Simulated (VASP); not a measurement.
# C (P6_3/mmc) in VASP: further runs

Runs on C. Level: LDA. Tasks: single point.

The COD entry that gives the cell may itself be a prediction, so a difference from it is no test against experiment.

All numbers are computed with VASP 6.6.1; they aren't measurements. Logs are shortened: lines on timing, memory, paths and dates and some standing lists are left out, and cuts for length are marked.

**1. The cell of the first run**

The structure is hexagonal, space group P6_3/mmc (No. 194). The conventional cell has a = 2.519 Å, b = 2.519 Å, c = 8.023 Å, α = 90.00°, β = 90.00°, γ = 120.00°. Within 1.8 Å of C (site symmetry 3m) lie 4 C at 1.37 to 1.58 Å. Within 1.9 Å of C (site symmetry 3m) lie 4 C at 1.42 to 1.58 Å.

**2. Single point, LDA (mode 21 frozen in at -0.060 Å, strain +e along z and -e/2 along x and y -0.0233)**

INCAR reads:

```
PREC = Accurate
ENCUT = 520
EDIFF = 1E-6
ISMEAR = 0
SIGMA = 0.05
LREAL = F
LASPH = T
NELM = 100
ALGO = Normal
ISIF = 2
LWAVE = F
LCHARG = F
GGA = CA
NBANDS = 26
```

KPOINTS reads:

```
Automatic mesh
0
Gamma
  12 12 4
```

POSCAR reads:

```
C
1.0
    2.5186290723      0.0000000000      0.0000000000
   -1.2593145361      2.1811967593      0.0000000000
    0.0000000000      0.0000000000      8.0228736867
C
8
Direct
    0.0000000000      0.0000000000      0.0856321665
    0.0000000000      0.0000000000      0.5856321665
    0.0000000000      0.0000000000      0.4143678335
    0.0000000000      0.0000000000      0.9143678335
    0.3333333333      0.6666666667      0.1612235000
    0.6666666667      0.3333333333      0.6612235000
    0.3333333333      0.6666666667      0.3387765000
    0.6666666667      0.3333333333      0.8387765000
```

Potentials or basis: VASP PAW LDA potentials, release 64 (C).

The run is started by

```bash
$ cat potpaw_LDA.64/C/POTCAR > POTCAR
$ mpirun -np 1 vasp_std > vasp.out
```

OUTCAR:

```text
PREC = Accurate
   ENCUT = 520
   EDIFF = 1E-6
   ISMEAR = 0
   LREAL = F
   LASPH = T
   NELM = 100
   ISIF = 2
   GGA = CA

 ion  position               nearest neighbor table
   1  0.000  0.000  0.086-   4 1.37   5 1.58   5 1.58   5 1.58
   2  0.000  0.000  0.586-   3 1.37   6 1.58   6 1.58   6 1.58
   3  0.000  0.000  0.414-   2 1.37   7 1.58   7 1.58   7 1.58
   4  0.000  0.000  0.914-   1 1.37   8 1.58   8 1.58   8 1.58
   5  0.333  0.667  0.161-   7 1.42   1 1.58   1 1.58   1 1.58
   6  0.667  0.333  0.661-   8 1.42   2 1.58   2 1.58   2 1.58
   7  0.333  0.667  0.339-   5 1.42   3 1.58   3 1.58   3 1.58
   8  0.667  0.333  0.839-   6 1.42   4 1.58   4 1.58   4 1.58

  LATTYP: Found a hexagonal cell.
 ALAT       =     2.5186290723
 C/A-ratio  =     3.1854129593

  Lattice vectors:

 A1 = (   2.5186290723,   0.0000000000,   0.0000000000)
 A2 = (  -1.2593145361,   2.1811967593,   0.0000000000)
 A3 = (   0.0000000000,   0.0000000000,   8.0228736867)

Analysis of symmetry for initial positions (statically):
=====================================================================
 Subroutine PRICEL returns:
 Original cell was already a primitive cell.

 Routine SETGRP: Setting up the symmetry group for a
 hexagonal supercell.

 Subroutine GETGRP returns: Found 24 space group operations
 (whereof 12 operations were pure point group operations)
 out of a pool of 24 trial point group operations.

The static configuration has the point symmetry D_3d.
 The point group associated with its full space group is D_6h.

Analysis of symmetry for dynamics (positions and initial velocities):
=====================================================================
 Subroutine PRICEL returns:
 Original cell was already a primitive cell.

 Routine SETGRP: Setting up the symmetry group for a
 hexagonal supercell.

 Subroutine GETGRP returns: Found 24 space group operations
 (whereof 12 operations were pure point group operations)
 out of a pool of 24 trial point group operations.

The dynamic configuration has the point symmetry D_3d.
 The point group associated with its full space group is D_6h.

 Subroutine INISYM returns: Found 24 space group operations
 (whereof 12 operations are pure point group operations),
 and found     1 'primitive' translations

----------------------------------------------------------------------------------------

                                     Primitive cell

  volume of cell :      44.0747

  direct lattice vectors                    reciprocal lattice vectors
     2.518629072  0.000000000  0.000000000     0.397041395  0.229231956  0.000000000
    -1.259314536  2.181196759  0.000000000     0.000000000  0.458463912  0.000000000
     0.000000000  0.000000000  8.022873687     0.000000000  0.000000000  0.124643618

  length of vectors
     2.518629072  2.518629072  8.022873687     0.458463912  0.458463912  0.124643618

  position of ions in fractional coordinates (direct lattice)
     0.000000000  0.000000000  0.085632166
     0.000000000  0.000000000  0.585632166
     0.000000000  0.000000000  0.414367834
     0.000000000  0.000000000  0.914367834
     0.333333333  0.666666667  0.161223500
     0.666666667  0.333333333  0.661223500
     0.333333333  0.666666667  0.338776500
     0.666666667  0.333333333  0.838776500

  ion indices of the primitive-cell ions
   primitive index   ion index
                 1           1
                 2           2
                 3           3
                 4           4
                 5           5
                 6           6
                 7           7
                 8           8

----------------------------------------------------------------------------------------

 KPOINTS: Automatic mesh

Automatic generation of k-mesh.
 Grid dimensions read from file:
 generate k-points for:   12   12    4

 Generating k-lattice:

  Cartesian coordinates                     Fractional coordinates (reciprocal lattice)
     0.033086783  0.019102663  0.000000000     0.083333333  0.000000000  0.000000000
     0.000000000  0.038205326  0.000000000     0.000000000  0.083333333  0.000000000
     0.000000000  0.000000000  0.031160904     0.000000000  0.000000000  0.250000000

  Length of vectors
     0.038205326  0.038205326  0.031160904

  Shift w.r.t. Gamma in fractional coordinates (k-lattice)
     0.000000000  0.000000000  0.000000000

 Subroutine IBZKPT returns following result:
 ===========================================

 Found     57 irreducible k-points:

 Following reciprocal coordinates:
            Coordinates               Weight
  0.000000  0.000000  0.000000      1.000000
  0.083333  0.000000  0.000000      6.000000
  0.166667  0.000000  0.000000      6.000000
  0.250000  0.000000  0.000000      6.000000
  0.333333  0.000000  0.000000      6.000000
  0.416667  0.000000  0.000000      6.000000
[... 16 lines left out ...]
  0.250000  0.000000  0.250000     12.000000
  0.333333  0.000000  0.250000     12.000000
 [... further k-points ...]
   k-points           NKPTS =     57   k-points in BZ     NKDIM =     57   number of bands    NBANDS=     26
   number of dos      NEDOS =    301   number of ions     NIONS =      8
   total plane-waves  NPLWV =  24000
   dimension x,y,z NGX =    20 NGY =   20 NGZ =   60
   dimension x,y,z NGXF=    40 NGYF=   40 NGZF=  120
   ions per type =               8
   NGX,Y,Z   is equivalent  to a cutoff of  13.20, 13.20, 12.43 a.u.
   NGXF,Y,Z  is equivalent  to a cutoff of  26.40, 26.40, 24.87 a.u.
 SYSTEM =  unknown system
   PREC   = accura    normal or accurate (medium, high low for compatibility)
   ISTART =      0    job   : 0-new  1-cont  2-samecut
   ICHARG =      2    charge: 1-file 2-atom 10-const
   ISPIN  =      1    spin polarized calculation?
   LNONCOLLINEAR =      F non collinear calculations
   LSORBIT =      F    spin-orbit coupling
   LASPH  =      T    aspherical Exc in radial PAW
   ENCUT  =  520.0 eV  38.22 Ry    6.18 a.u.   4.68  4.68 14.92*2*pi/ulx,y,z
   NELM   =    100;   NELMIN=  2; NELMDL= -5     # of ELM steps
   EDIFF  = 0.1E-05   stopping-criterion for ELM
   LREAL  =      F    real-space projection
   EDIFFG = 0.1E-04   stopping-criterion for IOM
   NSW    =      0    number of steps for IOM
   IBRION =     -1    ionic relax: 0-MD 1-quasi-New 2-CG
   NFREE  =      0    steps in history (QN), initial steepest desc. (CG)
   ISIF   =      2    stress and relaxation
   ISYM   =      2    0-nonsym 1-usesym 2-fastsym
   POTIM  = 0.5000    time-step for ionic-motion
   TEBEG  =    0.0;   TEEND  =   0.0 temperature during run
   PSTRESS=    0.0 pullay stress
   NELECT =      32.0000    total number of electrons
   NUPDOWN=      -1.0000    fix difference up-down
   EMIN   =  10.00;   EMAX   =-10.00  energy-range for DOS
   EFERMI =   0.00;   METHOD = LEGACY
   ISMEAR =     0;   SIGMA  =   0.05  broadening in eV -4-tet -1-fermi 0-gaus
   EFERMI_NEDOS =   21; number of points for ismear=-14 and -15
   IALGO  =     38    algorithm
   IMIX   =      4    mixing-type and parameters
     AMIX     =   0.40;   BMIX     =  1.00
     AMIX_MAG =   1.60;   BMIX_MAG =  1.00
  volume/ion in A,a.u.               =       5.51        37.18
  Fermi-wavevector in a.u.,A,eV,Ry     =   1.471392  2.780528 29.456550  2.164995
  Thomas-Fermi vector in A             =   2.586534
   LORBIT       =      0    0 simple, 1 ext, 2 COOP (PROOUT), +10 PAW based schemes
   GGA     = CA    functional components
   LHFCALC =     F    Hartree Fock is set to
   AEXX    =    0.0000 exact exchange contribution
   IVDW    =     0    specifies the selected vdW correction
   LEPSILON=     F    determine dielectric tensor
   LRPA    =     F    only Hartree local field effects (RPA)
 non-spin polarized calculation
 Gauss-broadening in eV      SIGMA  =   0.05
  energy-cutoff  :      520.00
  volume of cell :       44.07
 maximum number of plane-waves:      1212
 NGX is ok and might be reduce to    20
   NGX =  9   NGY =  9   NGZ = 29

 number of electron      31.9999999 magnetization

 Free energy of the ion-electron system (eV)
  ---------------------------------------------------
  ext. energy  EPLUGINS =         0.00000000
  ---------------------------------------------------
  free energy    TOTEN  =       -79.61243979 eV

  energy without entropy =      -79.61243979  energy(sigma->0) =      -79.61243979

 E-fermi :  11.5136     XC(G=0): -13.6321

 val. band max:       11.2891789945   @ k =   0.0000   0.0000   0.0000
 cond. band min:      14.3483365738   @ k =   0.0000   0.0000   0.0000
 fundamental gap:      3.0591575792
 Fermi energy:        11.5136181753

 k-point     1 :       0.0000    0.0000    0.0000
  band No.  band energies     occupation
      1     -11.6220      2.00000
      2      -9.9663      2.00000
      3      -9.6829      2.00000
      4      -4.8601      2.00000
      5      -4.3777      2.00000
      6       2.8842      2.00000
[... 18 lines left out ...]
     25      18.6496      0.00000
     26      18.8623      0.00000

 k-point     2 :       0.0833    0.0000    0.0000
  band No.  band energies     occupation
      1     -11.4514      2.00000
      2      -9.7987      2.00000
      3      -9.5153      2.00000
      4      -4.7059      2.00000
      5      -4.2311      2.00000
      6       2.9264      2.00000
[... 18 lines left out ...]
     25      19.1860      0.00000
     26      19.2020      0.00000

 k-point     3 :       0.1667    0.0000    0.0000
  band No.  band energies     occupation
      1     -10.9419      2.00000
      2      -9.2983      2.00000
      3      -9.0152      2.00000
      4      -4.2463      2.00000
      5      -3.8063      2.00000
      6       2.9491      2.00000
[... 18 lines left out ...]
     25      20.0297      0.00000
     26      20.4563      0.00000

 k-point     4 :       0.2500    0.0000    0.0000
  band No.  band energies     occupation
      1     -10.1007      2.00000
      2      -8.4745      2.00000
      3      -8.1930      2.00000
      4      -3.4906      2.00000
      5      -3.1683      2.00000
      6       1.8102      2.00000
[... 18 lines left out ...]
     25      20.7142      0.00000
     26      21.4696      0.00000

 k-point     5 :       0.3333    0.0000    0.0000
  band No.  band energies     occupation
      1      -8.9453      2.00000
      2      -7.3508      2.00000
      3      -7.0777      2.00000
      4      -2.6233      2.00000
      5      -2.4790      2.00000
      6      -0.3059      2.00000
[... 18 lines left out ...]
     25      21.4404      0.00000
     26      21.4676      0.00000

 k-point     6 :       0.4167    0.0000    0.0000
  band No.  band energies     occupation
      1      -7.5266      2.00000
      2      -6.0067      2.00000
      3      -5.8076      2.00000
      4      -3.3484      2.00000
      5      -1.9503      2.00000
      6      -1.7884      2.00000
[... 427 lines left out ...]
 k-point    21 :       0.0833    0.0000    0.2500
  band No.  band energies     occupation
      1     -11.3391      2.00000
      2     -10.4482      2.00000
      3      -8.6516      2.00000
      4      -6.0669      2.00000
      5      -2.7091      2.00000
      6       1.0998      2.00000
[... 18 lines left out ...]
     25      19.1019      0.00000
     26      19.3109      0.00000

 k-point    22 :       0.1667    0.0000    0.2500
  band No.  band energies     occupation
      1     -10.8301      2.00000
      2      -9.9435      2.00000
      3      -8.1582      2.00000
      4      -5.5985      2.00000
      5      -2.3075      2.00000
      6       1.3293      2.00000
[... 18 lines left out ...]
     25      20.2268      0.00000
     26      20.6995      0.00000

 k-point    23 :       0.2500    0.0000    0.2500
  band No.  band energies     occupation
      1      -9.9898      2.00000
      2      -9.1118      2.00000
      3      -7.3486      2.00000
      4      -4.8399      2.00000
      5      -1.7145      2.00000
      6       1.3166      2.00000
[... 18 lines left out ...]
     25      21.6540      0.00000
     26      21.6719      0.00000

 k-point    24 :       0.3333    0.0000    0.2500
  band No.  band energies     occupation
      1      -8.8362      2.00000
      2      -7.9742      2.00000
      3      -6.2578      2.00000
      4      -3.8773      2.00000
      5      -1.4083      2.00000
      6      -0.1575      2.00000
[... 18 lines left out ...]
     25      21.8296      0.00000
     26      22.8569      0.00000

 [... further k-points ...]
[... 5 lines left out ...]
  --------------------------------------------------------------------------------------
  -------------------------------------------------------------------------------------
  Total       -3.8517761     -3.8517761     16.5087668     -0.0000000      0.0000000      0.0000000
  in kB     -140.0175931   -140.0175931    600.1173791     -0.0000000      0.0000000      0.0000000
  external PRESSURE =     106.6940643 kB  Pullay stress =       0.0000000 kB

 VOLUME and BASIS-vectors are now :
 -----------------------------------------------------------------------------
  energy-cutoff  :      520.00
  volume of cell :       44.07
      direct lattice vectors                 reciprocal lattice vectors
     2.518629072  0.000000000  0.000000000     0.397041395  0.229231956  0.000000000
    -1.259314536  2.181196759  0.000000000     0.000000000  0.458463912  0.000000000
     0.000000000  0.000000000  8.022873687     0.000000000  0.000000000  0.124643618

 POSITION                                       TOTAL-FORCE (eV/Angst)
 -----------------------------------------------------------------------------------
      0.00000      0.00000      0.68702        -0.000000      0.000000      6.351068
      0.00000      0.00000      4.69845        -0.000000      0.000000      6.351068
      0.00000      0.00000      3.32442        -0.000000      0.000000     -6.351068
      0.00000      0.00000      7.33586         0.000000     -0.000000     -6.351068
     -0.00000      1.45413      1.29348        -0.000000      0.000000     -4.672106
      1.25931      0.72707      5.30491         0.000000     -0.000000     -4.672106
     -0.00000      1.45413      2.71796        -0.000000     -0.000000      4.672106
      1.25931      0.72707      6.72940         0.000000     -0.000000      4.672106
 -----------------------------------------------------------------------------------
    total drift:                                0.000000     -0.000000      0.000000

  FREE ENERGIE OF THE ION-ELECTRON SYSTEM (eV)
  ---------------------------------------------------
  free  energy   TOTEN  =       -79.6124397885 eV

  energy  without entropy=      -79.6124397885  energy(sigma->0) =      -79.61243979
```

Run time: 54 s. Hardware: 1 thread of Intel Xeon Platinum 8259CL at 2.50GHz (Skylake/Cascade Lake), shared host; peak memory 0.16 GiB.

What came out:

* Free energy: -79.6124 eV
* Pressure: 10.7 GPa
* Largest force: 6.351 eV/Å
* Band gap on the k mesh: 3.06 eV, direct

Forces on the atoms (eV/Å):
```
C    0.000  0.000  6.351
C    0.000  0.000  6.351
C    0.000  0.000 -6.351
C    0.000  0.000 -6.351
C    0.000  0.000 -4.672
C    0.000  0.000 -4.672
C    0.000  0.000  4.672
C    0.000  0.000  4.672
```

Stress tensor (GPa, compression positive):
```
-14.00   0.00   0.00
  0.00 -14.00   0.00
  0.00   0.00  60.01
```

Caveat: the cell differs from its parent crystal (mode 21 frozen in at -0.060 Å, strain +e along z and -e/2 along x and y -0.0233); forces of over 1 eV/Å act on the atoms, so gaps and moduli don't describe the material at rest. A k mesh can miss the band edges.

(Continued in part 2 of 2.)
